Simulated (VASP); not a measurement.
# Mg5CdSe6 (P3m1) in VASP: further runs

The runs below take Mg5CdSe6 through single point, relaxation of cell and atoms, with PBE.

Program: VASP 6.6.1. These are calculated values, not measurements. Logs are shortened: lines on timing, memory, paths and dates and some standing lists are left out, and cuts for length are marked.

### Step 1. The cell of the first run

The structure is trigonal, space group P3m1 (No. 156). The conventional cell has a = 4.034 Å, b = 4.034 Å, c = 19.763 Å, α = 90.00°, β = 90.00°, γ = 120.00°. Within 3.3 Å of Mg (site symmetry 3m) lie 4 Se at 2.47 Å. Mg (site symmetry 3m) has 4 Se at 2.47 Å within 3.3 Å. Within 3.3 Å of Mg (site symmetry 3m) lie 4 Se at 2.47 Å. Mg (site symmetry 3m) has 4 Se at 2.47 Å within 3.3 Å. Within 3.3 Å of Mg (site symmetry 3m) lie 4 Se at 2.47 Å. Cd (site symmetry 3m) has 4 Se at 2.47 Å within 3.3 Å. Within 3.3 Å of Se (site symmetry 3m) lie 4 Mg at 2.47 Å. Within 3.3 Å of Se (site symmetry 3m) lie 4 Mg at 2.47 Å.

### Step 2. Single point, PBE

The input, INCAR:

```
  ALGO = Normal
  EDIFF = 1E-6
  ENCUT = 520
  GGA = PE
  ISIF = 2
  ISMEAR = 0
  LASPH = True
  LCHARG = False
  LREAL = False
  LWAVE = False
  NBANDS = 41
  NELM = 100
  PREC = Accurate
  SIGMA = 0.1
```

The input, KPOINTS:

```
k-points
0
Gamma
  6 6 1
```

The input, POSCAR:

```
Mg5CdSe6
1.0
    4.0340707300      0.0000000000      0.0000000000
   -2.0170353600      3.4936077300      0.0000000000
    0.0000000000      0.0000000000     19.7628297400
Mg Cd Se
5 1 6
Direct
    0.0000000000      0.0000000000      0.0000000000
    0.6666666700      0.3333333300      0.1666666700
    0.3333333300      0.6666666700      0.3333333300
    0.0000000000      0.0000000000      0.5000000000
    0.3333333300      0.6666666700      0.8333333300
    0.6666666700      0.3333333300      0.6666666700
    0.0000000000      0.0000000000      0.1250000000
    0.6666666700      0.3333333300      0.2916666700
    0.3333333300      0.6666666700      0.4583333300
    0.0000000000      0.0000000000      0.6250000000
    0.6666666700      0.3333333300      0.7916666700
    0.3333333300      0.6666666700      0.9583333300
```

Potentials or basis: VASP PAW PBE potentials, release 64 (Mg, Cd, Se).

Started as:

```bash
cat potpaw_PBE.64/Mg/POTCAR potpaw_PBE.64/Cd/POTCAR potpaw_PBE.64/Se/POTCAR > POTCAR
mpirun -np 1 vasp_std > vasp.out
```

OUTCAR:

```text
EDIFF = 1E-6
   ENCUT = 520
   GGA = PE
   ISIF = 2
   ISMEAR = 0
   LASPH = True
   LREAL = False
   NELM = 100
   PREC = Accurate

 ion  position               nearest neighbor table
   1  0.000  0.000  0.000-  12 2.47   7 2.47  12 2.47  12 2.47
   2  0.667  0.333  0.167-   7 2.47   8 2.47   7 2.47   7 2.47
   3  0.333  0.667  0.333-   8 2.47   8 2.47   8 2.47   9 2.47
   4  0.000  0.000  0.500-   9 2.47  10 2.47   9 2.47   9 2.47
   5  0.333  0.667  0.833-  11 2.47  11 2.47  11 2.47  12 2.47
   6  0.667  0.333  0.667-  10 2.47  11 2.47  10 2.47  10 2.47
   7  0.000  0.000  0.125-   2 2.47   1 2.47   2 2.47   2 2.47
   8  0.667  0.333  0.292-   3 2.47   3 2.47   3 2.47   2 2.47
   9  0.333  0.667  0.458-   4 2.47   3 2.47   4 2.47   4 2.47
  10  0.000  0.000  0.625-   6 2.47   4 2.47   6 2.47   6 2.47
  11  0.667  0.333  0.792-   5 2.47   5 2.47   5 2.47   6 2.47
  12  0.333  0.667  0.958-   1 2.47   5 2.47   1 2.47   1 2.47

  LATTYP: Found a hexagonal cell.
 ALAT       =     4.0340707300
 C/A-ratio  =     4.8989794832

  Lattice vectors:

 A1 = (   4.0340707300,   0.0000000000,   0.0000000000)
 A2 = (  -2.0170353600,   3.4936077300,   0.0000000000)
 A3 = (   0.0000000000,   0.0000000000,  19.7628297400)

Analysis of symmetry for initial positions (statically):
=====================================================================
 Subroutine PRICEL returns:
 Original cell was already a primitive cell.

 Routine SETGRP: Setting up the symmetry group for a
 hexagonal supercell.

 Subroutine GETGRP returns: Found  6 space group operations
 (whereof  6 operations were pure point group operations)
 out of a pool of 24 trial point group operations.

The static configuration has the point symmetry C_3v.

Analysis of symmetry for dynamics (positions and initial velocities):
=====================================================================
 Subroutine PRICEL returns:
 Original cell was already a primitive cell.

 Routine SETGRP: Setting up the symmetry group for a
 hexagonal supercell.

 Subroutine GETGRP returns: Found  6 space group operations
 (whereof  6 operations were pure point group operations)
 out of a pool of 24 trial point group operations.

[... 108 lines left out ...]
   ISIF   =      2    stress and relaxation
   ISYM   =      2    0-nonsym 1-usesym 2-fastsym
   POTIM  = 0.5000    time-step for ionic-motion
   TEBEG  =    0.0;   TEEND  =   0.0 temperature during run
   PSTRESS=    0.0 pullay stress
   NELECT =      58.0000    total number of electrons
   NUPDOWN=      -1.0000    fix difference up-down
   EMIN   =  10.00;   EMAX   =-10.00  energy-range for DOS
   EFERMI =   0.00;   METHOD = LEGACY
   ISMEAR =     0;   SIGMA  =   0.10  broadening in eV -4-tet -1-fermi 0-gaus
   EFERMI_NEDOS =   21; number of points for ismear=-14 and -15
   IALGO  =     38    algorithm
   IMIX   =      4    mixing-type and parameters
     AMIX     =   0.40;   BMIX     =  1.00
     AMIX_MAG =   1.60;   BMIX_MAG =  1.00
  volume/ion in A,a.u.               =      23.21       156.63
  Fermi-wavevector in a.u.,A,eV,Ry     =   0.970350  1.833696 12.810971  0.941580
  Thomas-Fermi vector in A             =   2.100478
   LORBIT       =      0    0 simple, 1 ext, 2 COOP (PROOUT), +10 PAW based schemes
   GGA     = PE    functional components
   LHFCALC =     F    Hartree Fock is set to
   AEXX    =    0.0000 exact exchange contribution
   IVDW    =     0    specifies the selected vdW correction
   LEPSILON=     F    determine dielectric tensor
   LRPA    =     F    only Hartree local field effects (RPA)
 non-spin polarized calculation
 Gauss-broadening in eV      SIGMA  =   0.10
  energy-cutoff  :      520.00
  volume of cell :      278.53
 maximum number of plane-waves:      7557
 NGX is ok and might be reduce to    30
   NGX = 15   NGY = 15   NGZ = 73

 number of electron      58.0000010 magnetization

 Free energy of the ion-electron system (eV)
  ---------------------------------------------------
  ext. energy  EPLUGINS =         0.00000000
  ---------------------------------------------------
  free energy    TOTEN  =       -41.49677383 eV

  energy without entropy =      -41.49677383  energy(sigma->0) =      -41.49677383

 E-fermi :   2.6220     XC(G=0):  -8.8520

 val. band max:        2.1680337719   @ k =   0.0000   0.0000   0.0000
 cond. band min:       4.3795455243   @ k =   0.0000   0.0000   0.0000
 fundamental gap:      2.2115117524
 Fermi energy:         2.6220148120

 k-point     1 :       0.0000    0.0000    0.0000
  band No.  band energies     occupation
      1     -10.8874      2.00000
      2     -10.5339      2.00000
      3     -10.4712      2.00000
      4     -10.2381      2.00000
      5     -10.0799      2.00000
      6      -9.8974      2.00000
[... 297 lines left out ...]
     40       8.8980      0.00000
     41       9.0948      0.00000

------------------------ aborting loop because EDIFF is reached ----------------------------------------

  FORCE on cell =-STRESS in cart. coord.  units (eV):
  Direction    XX          YY          ZZ          XY          YZ          ZX
  --------------------------------------------------------------------------------------
  -------------------------------------------------------------------------------------
  Total       19.0887811     19.0887811     18.9442260      0.0000000      0.0000000     -0.0000000
  in kB      109.8049713    109.8049712    108.9734428      0.0000002      0.0000000     -0.0000000
  external PRESSURE =     109.5277951 kB  Pullay stress =       0.0000000 kB

 VOLUME and BASIS-vectors are now :
 -----------------------------------------------------------------------------
  energy-cutoff  :      520.00
  volume of cell :      278.53
      direct lattice vectors                 reciprocal lattice vectors
     4.034070730  0.000000000  0.000000000     0.247888564  0.143118529  0.000000000
    -2.017035360  3.493607730  0.000000000     0.000000000  0.286237058  0.000000000
     0.000000000  0.000000000 19.762829740     0.000000000  0.000000000  0.050600041

 POSITION                                       TOTAL-FORCE (eV/Angst)
 -----------------------------------------------------------------------------------
      0.00000      0.00000      0.00000        -0.000000      0.000000     -0.000404
      2.01704      1.16454      3.29381        -0.000000      0.000000     -0.001141
     -0.00000      2.32907      6.58761        -0.000000      0.000000     -0.001433
      0.00000      0.00000      9.88141        -0.000000      0.000000     -0.009442
     -0.00000      2.32907     16.46902        -0.000000      0.000000     -0.010745
      2.01704      1.16454     13.17522        -0.000000      0.000000      0.003233
      0.00000      0.00000      2.47035        -0.000000      0.000000      0.000884
      2.01704      1.16454      5.76416         0.000000     -0.000000      0.001008
     -0.00000      2.32907      9.05796         0.000000     -0.000000      0.022348
      0.00000      0.00000     12.35177        -0.000000      0.000000     -0.996322
      2.01704      1.16454     15.64557        -0.000000      0.000000      0.987214
     -0.00000      2.32907     18.93938         0.000000     -0.000000      0.004801
 -----------------------------------------------------------------------------------
    total drift:                               -0.000008      0.000005     -0.000002

  FREE ENERGIE OF THE ION-ELECTRON SYSTEM (eV)
  ---------------------------------------------------
  free  energy   TOTEN  =       -41.4967738260 eV

  energy  without entropy=      -41.4967738260  energy(sigma->0) =      -41.49677383
```

OSZICAR:

```text
N       E                     dE             d eps       ncg     rms          rms(c)
DAV:   1     0.314188718825E+03    0.31419E+03   -0.23524E+04   574   0.118E+03
DAV:   2    -0.164674690296E+02   -0.33066E+03   -0.31811E+03   726   0.225E+02
DAV:   3    -0.432748938966E+02   -0.26807E+02   -0.26712E+02   691   0.649E+01
DAV:   4    -0.436295996788E+02   -0.35471E+00   -0.35440E+00   724   0.825E+00
DAV:   5    -0.436329053170E+02   -0.33056E-02   -0.33052E-02   732   0.793E-01    0.117E+01
DAV:   6    -0.416924105341E+02    0.19405E+01   -0.34035E+00   715   0.101E+01    0.864E+00
DAV:   7    -0.415113019341E+02    0.18111E+00   -0.24272E+00   675   0.561E+00    0.266E+00
DAV:   8    -0.414929251194E+02    0.18377E-01   -0.24645E-01   625   0.311E+00    0.876E-01
DAV:   9    -0.414956921324E+02   -0.27670E-02   -0.23268E-02   700   0.121E+00    0.328E-01
DAV:  10    -0.414962690235E+02   -0.57689E-03   -0.27845E-03   665   0.446E-01    0.121E-01
DAV:  11    -0.414965317876E+02   -0.26276E-03   -0.31897E-04   692   0.792E-02    0.511E-02
DAV:  12    -0.414967611225E+02   -0.22933E-03   -0.24363E-04   640   0.807E-02    0.318E-02
DAV:  13    -0.414967704964E+02   -0.93739E-05   -0.21827E-05   724   0.335E-02    0.922E-03
DAV:  14    -0.414967733134E+02   -0.28170E-05   -0.46376E-06   571   0.874E-03    0.233E-03
DAV:  15    -0.414967738260E+02   -0.51259E-06   -0.69096E-07   537   0.381E-03
   1 F= -.41496774E+02 E0= -.41496774E+02  d E =-.351071E-11
```

stdout:

```text
POSCAR found type information on POSCAR MgCdSe
 POSCAR found :  3 types and      12 ions
 scaLAPACK will be used
 LDA part: xc-table for (Slater+PW92), standard interpolation
 POSCAR, INCAR and KPOINTS ok, starting setup
 FFT: planning ... GRIDC
 FFT: planning ... GRID_SOFT
 FFT: planning ... GRID
 WAVECAR not read
 entering main loop
```

It took 76 s on 1 thread of Intel Xeon Platinum 8488C (Sapphire Rapids), shared host; peak memory 0.38 GiB.

What came out:

```
Free energy            : -41.4968 eV
Pressure               : 11.0 GPa
Largest force          : 0.996 eV/Å
Band gap on the k mesh : 2.21 eV
```

Forces on the atoms (eV/Å):
```
Mg   0.000  0.000  0.000
Mg   0.000  0.000 -0.001
Mg   0.000  0.000 -0.001
Mg   0.000  0.000 -0.009
Mg   0.000  0.000 -0.011
Cd   0.000  0.000  0.003
Se   0.000  0.000  0.001
Se   0.000  0.000  0.001
Se   0.000  0.000  0.022
Se   0.000  0.000 -0.996
Se   0.000  0.000  0.987
Se   0.000  0.000  0.005
```

Stress tensor (GPa, compression positive):
```
10.98  0.00  0.00
 0.00 10.98  0.00
 0.00  0.00 10.90
```

Levels at points of the mesh, in eV from the valence-band top:
```tsv
k point	band 27	band 28	band 29	band 30	band 31	band 32
(0.00, 0.00, 0.00)	-0.45	0.00	0.00	2.21	3.18	3.60
(0.50, 0.00, 0.00)	-1.28	-1.01	-0.96	2.66	3.36	3.51
```

Caveat: the cell stands under pressure; an odd mesh through Γ misses points on the zone boundary, where band edges can lie.

### Step 3. Single point, PBE

This run uses another cell than the first one, of 27.26 Å³/atom.

The input, INCAR:

```
SYSTEM = Mg5CdSe6
  PREC = Accurate
  ENCUT = 520
  EDIFF = 1E-6
  ISMEAR = 0
  SIGMA = 0.1
  LREAL = .FALSE.
  LASPH = .TRUE.
  NELM = 60
  ALGO = Normal
  ISIF = 2
  LWAVE = .FALSE.
  LCHARG = .FALSE.
  GGA = PE
  NBANDS = 41
```

The input, KPOINTS:

```
regular mesh
0
G
  6 6 1
  0 0 0
```

The input, POSCAR:

```
Mg5CdSe6
1.0
    4.2588536425     -0.0000000030      0.0000000000
   -2.1294268186      3.6882754469      0.0000000000
    0.0000000000      0.0000000000     20.8274291433
Mg Cd Se
5 1 6
Direct
    0.0000000000      0.0000000000      0.0012212729
    0.6666666667      0.3333333333      0.1663602455
    0.3333333333      0.6666666667      0.3315528402
    0.0000000000      0.0000000000      0.4965147892
    0.3333333333      0.6666666667      0.8359516428
    0.6666666667      0.3333333333      0.6682008084
    0.0000000000      0.0000000000      0.1257324713
    0.6666666667      0.3333333333      0.2908674463
    0.3333333333      0.6666666667      0.4560470163
    0.0000000000      0.0000000000      0.6206715880
    0.6666666667      0.3333333333      0.7963797375
    0.3333333333      0.6666666667      0.9605001416
```

Potentials or basis: VASP PAW PBE potentials, release 64 (Mg, Cd, Se).

Started as:

```bash
cat potpaw_PBE.64/Mg/POTCAR potpaw_PBE.64/Cd/POTCAR potpaw_PBE.64/Se/POTCAR > POTCAR
mpirun -np 1 vasp_std > vasp.out
```

OUTCAR:

```text
SYSTEM = Mg5CdSe6
   PREC = Accurate
   ENCUT = 520
   EDIFF = 1E-6
   ISMEAR = 0
   LREAL = .FALSE.
   LASPH = .TRUE.
   NELM = 60
   ISIF = 2
   GGA = PE

 ion  position               nearest neighbor table
   1  0.000  0.000  0.001-   7 2.59  12 2.60  12 2.60  12 2.60
   2  0.667  0.333  0.166-   8 2.59   7 2.60   7 2.60   7 2.60
   3  0.333  0.667  0.332-   9 2.59   8 2.60   8 2.60   8 2.60
   4  0.000  0.000  0.497-  10 2.59   9 2.60   9 2.60   9 2.60
   5  0.333  0.667  0.836-  11 2.59  11 2.59  11 2.59  12 2.59
   6  0.667  0.333  0.668-  10 2.65  10 2.65  10 2.65  11 2.67
   7  0.000  0.000  0.126-   1 2.59   2 2.60   2 2.60   2 2.60
   8  0.667  0.333  0.291-   2 2.59   3 2.60   3 2.60   3 2.60
   9  0.333  0.667  0.456-   3 2.59   4 2.60   4 2.60   4 2.60
  10  0.000  0.000  0.621-   4 2.59   6 2.65   6 2.65   6 2.65
  11  0.667  0.333  0.796-   5 2.59   5 2.59   5 2.59   6 2.67
  12  0.333  0.667  0.961-   5 2.59   1 2.60   1 2.60   1 2.60

  LATTYP: Found a hexagonal cell.
 ALAT       =     4.2588536425
 C/A-ratio  =     4.8903838666

  Lattice vectors:

 A1 = (   4.2588536425,  -0.0000000030,   0.0000000000)
[... 494 lines left out ...]

------------------------ aborting loop because EDIFF is reached ----------------------------------------

  FORCE on cell =-STRESS in cart. coord.  units (eV):
  Direction    XX          YY          ZZ          XY          YZ          ZX
  --------------------------------------------------------------------------------------
  -------------------------------------------------------------------------------------
  Total        0.4431777      0.4431777      0.5108322      0.0000000     -0.0000000     -0.0000000
  in kB        2.1703849      2.1703849      2.5017111      0.0000000     -0.0000000     -0.0000000
  external PRESSURE =       2.2808270 kB  Pullay stress =       0.0000000 kB

 VOLUME and BASIS-vectors are now :
 -----------------------------------------------------------------------------
  energy-cutoff  :      520.00
  volume of cell :      327.15
      direct lattice vectors                 reciprocal lattice vectors
     4.258853643 -0.000000003  0.000000000     0.234804970  0.135564712  0.000000000
    -2.129426819  3.688275447  0.000000000     0.000000000  0.271129425  0.000000000
     0.000000000  0.000000000 20.827429143     0.000000000  0.000000000  0.048013607

 POSITION                                       TOTAL-FORCE (eV/Angst)
 -----------------------------------------------------------------------------------
      0.00000      0.00000      0.02544        -0.000000     -0.000000      0.000947
      2.12943      1.22943      3.46486         0.000000     -0.000000      0.004699
      0.00000      2.45885      6.90539         0.000000     -0.000000     -0.000424
      0.00000      0.00000     10.34113         0.000000     -0.000000     -0.024063
      0.00000      2.45885     17.41072         0.000000     -0.000000      0.009984
      2.12943      1.22943     13.91690        -0.000000     -0.000000      0.000921
      0.00000      0.00000      2.61868        -0.000000      0.000000     -0.005712
      2.12943      1.22943      6.05802         0.000000     -0.000000     -0.001909
      0.00000      2.45885      9.49829        -0.000000      0.000000      0.003201
      0.00000      0.00000     12.92699        -0.000000     -0.000000     -0.018675
      2.12943      1.22943     16.58654        -0.000000      0.000000      0.024526
      0.00000      2.45885     20.00475        -0.000000     -0.000000      0.006506
 -----------------------------------------------------------------------------------
    total drift:                               -0.000001      0.000000      0.001704

  FREE ENERGIE OF THE ION-ELECTRON SYSTEM (eV)
  ---------------------------------------------------
  free  energy   TOTEN  =       -43.0604875019 eV

  energy  without entropy=      -43.0604875019  energy(sigma->0) =      -43.06048750
```

stdout:

```text
POSCAR found type information on POSCAR MgCdSe
 POSCAR found :  3 types and      12 ions
 scaLAPACK will be used
 LDA part: xc-table for (Slater+PW92), standard interpolation
 POSCAR, INCAR and KPOINTS ok, starting setup
 FFT: planning ... GRIDC
 FFT: planning ... GRID_SOFT
 FFT: planning ... GRID
 WAVECAR not read
 entering main loop
```

Wall time 85 s (1 thread of Intel Xeon Platinum 8488C (Sapphire Rapids), shared host); peak memory 0.45 GiB.

Results:

- Free energy: -43.0605 eV
- Pressure: 0.2 GPa
- Largest force: 0.025 eV/Å
- Band gap on the k mesh: 1.69 eV

Forces on the atoms (eV/Å):
```
Mg   0.000  0.000  0.001
Mg   0.000  0.000  0.005
Mg   0.000  0.000  0.000
Mg   0.000  0.000 -0.024
Mg   0.000  0.000  0.010
Cd   0.000  0.000  0.001
Se   0.000  0.000 -0.006
Se   0.000  0.000 -0.002
Se   0.000  0.000  0.003
Se   0.000  0.000 -0.019
Se   0.000  0.000  0.025
Se   0.000  0.000  0.007
```

### Step 4. Single point, PBE

This run uses another cell than the first one, of 27.40 Å³/atom.

The input, INCAR:

```
PREC     = Accurate       # precision mode
ENCUT    = 520            # plane-wave cutoff, eV
EDIFF    = 1E-6           # SCF threshold, eV
ISMEAR   = 0              # smearing method
SIGMA    = 0.02           # smearing width, eV
LREAL    = F              # projectors in reciprocal space
LASPH    = T              # aspherical terms in the spheres
NELM     = 60             # most SCF steps
ALGO     = Normal         # electronic algorithm
ISIF     = 2              # what is computed and relaxed
LWAVE    = F              # write WAVECAR
LCHARG   = T              # write CHGCAR
GGA      = PE             # functional
LELF     = T              # ELF
LVHAR    = T            
NBANDS   = 41             # bands
```

The input, KPOINTS:

```
regular mesh
0
Gamma
  6 6 2
```

The input, POSCAR:

```
Mg5CdSe6
1.0
    4.2654673267      0.0000000000      0.0000000000
   -2.1327336633      3.6940030639      0.0000000000
    0.0000000000      0.0000000000     20.8663537420
Mg Cd Se
5 1 6
Direct
    0.0000000000      0.0000000000      0.0012964145
    0.6666666667      0.3333333333      0.1663948533
    0.3333333333      0.6666666667      0.3315055306
    0.0000000000      0.0000000000      0.4963641216
    0.3333333333      0.6666666667      0.8360705148
    0.6666666667      0.3333333333      0.6681576991
    0.0000000000      0.0000000000      0.1257439417
    0.6666666667      0.3333333333      0.2908387638
    0.3333333333      0.6666666667      0.4559664630
    0.0000000000      0.0000000000      0.6207164815
    0.6666666667      0.3333333333      0.7963212836
    0.3333333333      0.6666666667      0.9606239326
```

Started as:

```bash
cat potpaw_PBE.64/Mg/POTCAR potpaw_PBE.64/Cd/POTCAR potpaw_PBE.64/Se/POTCAR > POTCAR
mpirun -np 1 vasp_std > vasp.out
```

It took 2.6 min on 1 thread of Intel Xeon Platinum 8488C (Sapphire Rapids), shared host; peak memory 0.52 GiB.

The run converged. Its results:

* Free energy: -43.0631 eV
* Pressure: 0.0 GPa
* Largest force: 0.038 eV/Å
* Band gap on the k mesh: 1.67 eV

Forces in eV/Å, atoms in the order of the input:
```
Mg   0.000  0.000  0.000
Mg   0.000  0.000  0.000
Mg   0.000  0.000  0.000
Mg   0.000  0.000  0.000
Mg   0.000  0.000  0.002
Cd   0.000  0.000  0.003
Se   0.000  0.000  0.000
Se   0.000  0.000  0.000
Se   0.000  0.000  0.000
Se   0.000  0.000 -0.038
Se   0.000  0.000  0.033
Se   0.000  0.000  0.000
```

Levels at points of the mesh, in eV from the valence-band top:
```csv
k point,band 27,band 28,band 29,band 30,band 31,band 32
"(0.00, 0.00, 0.00)",-0.38,0.00,0.00,1.67,2.69,3.00
"(0.50, 0.00, 0.00)",-1.00,-0.81,-0.72,2.99,3.24,3.58
"(0.00, 0.00, 0.50)",-0.57,0.00,0.00,1.89,2.35,3.16
"(0.50, 0.00, 0.50)",-0.98,-0.94,-0.73,3.13,3.24,3.36
```

(Continued in part 2 of 2.)
